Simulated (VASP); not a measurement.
**Ge: single point with PBE+D3(BJ)**

Ge:

```xyz
16
Lattice="0.0000 5.8427 5.8427 5.8427 0.0000 5.8427 5.8427 5.8427 0.0000" Properties=species:S:1:pos:R:3 pbc="T T T"
Ge   -0.0808   -0.1900    0.1521
Ge    1.2153    1.1703    1.4278
Ge    2.7065    2.9301   -0.3770
Ge    4.4744    3.8049    1.3024
Ge    2.9819    0.2039    2.5197
Ge    4.1947    0.9874    4.4789
Ge    6.0844    3.1392    3.0459
Ge    7.2086    4.4459    4.0840
Ge   -0.5919    3.3550    2.9570
Ge    0.9574    4.1924    4.6896
Ge    2.5822    5.2370    2.8544
Ge    3.9906    7.3691    4.0051
Ge    2.6855    3.1740    6.3521
Ge    4.3796    4.5018    7.1670
Ge    5.6694    6.2081    5.6925
Ge    7.2350    7.0853    7.6527
```

```yaml
Program: VASP 6.6.1
Task: single point
Functional: PBE
Dispersion: D3(BJ)
Potentials_or_basis: VASP PAW PBE potentials, release 64 (Ge_d)
Cutoff: 520 eV
k_mesh: 2 × 2 × 2
Occupations: fermi-dirac, width 0.36 eV
Spin: no spin polarisation
```

```yaml
Pressure: 4.5 GPa
Largest_force: 8.095 eV/Å
Band_gap_on_the_k_mesh: zero (bands 112 and 113 overlap by 0.45 eV)
Dispersion_energy_per_atom: -0.301 eV
```

Forces on the atoms (eV/Å):
```
Ge  -2.332  0.655  0.529
Ge  -0.278  3.021  0.134
Ge  -0.365 -0.284  1.286
Ge  -0.799  0.518  0.115
Ge   0.320 -0.713  1.188
Ge   0.045  1.557  0.557
Ge  -4.481 -5.664 -3.656
Ge   3.888  5.620  4.035
Ge   1.943 -2.419  2.066
Ge   2.320 -1.634 -1.763
Ge   0.727 -0.191  0.451
Ge   0.123 -1.279 -0.228
Ge  -1.401 -1.928 -1.297
Ge   0.241  2.349 -2.527
Ge   0.289 -0.282 -0.149
Ge  -0.238  0.673 -0.742
```

Stress tensor (GPa, compression positive):
```
4.51 0.45 4.90
0.45 4.64 2.70
4.90 2.70 4.42
```

Levels at points of the mesh, in eV from the Fermi level:
```
           k point  band 108  band 109  band 110  band 111  band 112  band 113  band 114  band 115  band 116  band 117
(0.00, 0.00, 0.00)     -0.77     -0.69     -0.56     -0.43     -0.30     -0.09     -0.06      0.01      0.12      0.54
(0.50, 0.00, 0.00)     -1.50     -1.06     -0.89     -0.45     -0.19     -0.13      0.23      0.42      0.67      0.95
(0.00, 0.50, 0.00)     -1.15     -0.73     -0.59     -0.09      0.32      0.37      0.59      0.76      0.98      1.15
(0.00, 0.00, 0.50)     -1.44     -0.97     -0.54     -0.48     -0.20     -0.11      0.17      0.45      0.54      0.83
(0.50, 0.50, 0.50)     -1.28     -0.85     -0.38     -0.07      0.15      0.26      0.53      0.76      1.17      1.26
(0.50, 0.50, 0.00)     -1.28     -0.97     -0.80     -0.46     -0.31      0.65      0.84      1.31      1.48      1.52
(0.00, 0.50, 0.50)     -1.31     -1.16     -0.70     -0.45     -0.33      0.83      1.01      1.21      1.47      1.67
(0.50, 0.00, 0.50)     -1.43     -0.99     -0.82     -0.75     -0.05      0.29      0.56      0.84      1.27      1.58
```

Wall time 9 min on 1 thread of Intel(R) Xeon(R) Platinum 8559C (Emerald Rapids), on a shared host, peak memory 0.66 GiB.

Caveat: the k points lie up to 0.47 Å⁻¹ apart; so wide a smearing shifts energies and pressures; semilocal functionals underestimate gaps, and a narrow one can read as zero; forces of over 1 eV/Å act on the atoms, so gaps and moduli don't describe the material at rest.
